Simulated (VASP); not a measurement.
Wanted: the native input for a VASP 6.6.1 run.

```yaml
Task: single point
Functional: PBE
Dispersion: D3(BJ)
Potentials_or_basis: VASP PAW PBE potentials, release 64 (Ga_d, N, H)
Cutoff: 520 eV
k_mesh: 3 × 3 × 1
Occupations: gaussian, width 0.05 eV
Spin: no spin polarisation
Dipole_correction: yes
Further_INCAR_settings: LREAL = Auto; ALGO = Normal; EDIFF = 1e-06; NBANDS = 134
```

The structure of Ga3H2N3 lies in POSCAR:

```
Ga3H2N3
1.0
    6.3931260411      0.0000000000      0.0000000000
    0.0000000000      5.2085710300      0.0000000000
    0.0000000000      0.0000000000     25.3869746615
Ga N H
12 12 8
Direct
    0.5000000000      0.0008110332      0.3727816546
    0.0000000000      0.0008110332      0.3727816546
    0.7500000000      0.5008110332      0.4091297533
    0.2500000000      0.5008110332      0.4091297533
    0.7500000000      0.0008110332      0.4818259507
    0.2500000000      0.0008110332      0.4818259507
    0.0000000000      0.5002330070      0.5189030339
    0.5000000000      0.5002330070      0.5189030339
    0.0000000000     -0.0031176471      0.5906125823
    0.5000000000     -0.0031176471      0.5906125823
    0.2500000000      0.5111328719      0.6307637585
    0.7500000000      0.5111328719      0.6307637585
    0.5000000000      0.6241889668      0.3727816546
    0.0000000000      0.6241889668      0.3727816546
    0.7500000000      0.1241889668      0.4091297533
    0.2500000000      0.1241889668      0.4091297533
    0.7500000000      0.6241889668      0.4818259507
    0.2500000000      0.6241889668      0.4818259507
    0.0000000000      0.1236829348      0.5188179175
    0.5000000000      0.1236829348      0.5188179175
    0.0000000000      0.6231023096      0.5913090148
    0.5000000000      0.6231023096      0.5913090148
    0.2500000000      0.1298430092      0.6259270300
    0.7500000000      0.1298430092      0.6259270300
    0.5000000000      0.0972892933      0.3137617216
    0.0000000000      0.0972892933      0.3137617216
    0.5000000000      0.5572659375      0.3348617983
    0.0000000000      0.5572659375      0.3348617983
    0.2500000000      0.6035089675      0.6896300718
    0.7500000000      0.6035089675      0.6896300718
    0.2500000000      0.0594108363      0.6636676949
    0.7500000000      0.0594108363      0.6636676949
```

These files were run (other wordings do the same):

INCAR

```
SYSTEM = Ga3H2N3
PREC = Accurate ; ENCUT = 520
EDIFF = 1E-6 ; ISMEAR = 0
SIGMA = 0.05 ; LREAL = Auto
LASPH = .TRUE. ; NELM = 60
ALGO = Normal ; ISIF = 2
LWAVE = .FALSE. ; LCHARG = .FALSE.
LDIPOL = .TRUE. ; IDIPOL = 3
DIPOL = 0.5 0.5 0.500 ; GGA = PE
IVDW = 12 ; NBANDS = 134
```

KPOINTS

```
Automatic mesh
0
G
  3 3 1
  0 0 0
```

Potentials or basis: VASP PAW PBE potentials, release 64 (Ga_d, N, H).

The run is started by

```sh
$ cat potpaw_PBE.64/Ga_d/POTCAR potpaw_PBE.64/N/POTCAR potpaw_PBE.64/H/POTCAR > POTCAR
$ mpirun -np 1 vasp_std > vasp.out
```

Results of the run:

- Largest force: 1.155 eV/Å
- Band gap on the k mesh: 3.02 eV
- Dispersion energy per atom: -0.157 eV

Wall time 21 min on 1 thread of Intel(R) Xeon(R) Platinum 8259CL CPU @ 2.50GHz (Skylake/Cascade Lake) (shared host), peak memory 0.89 GiB.
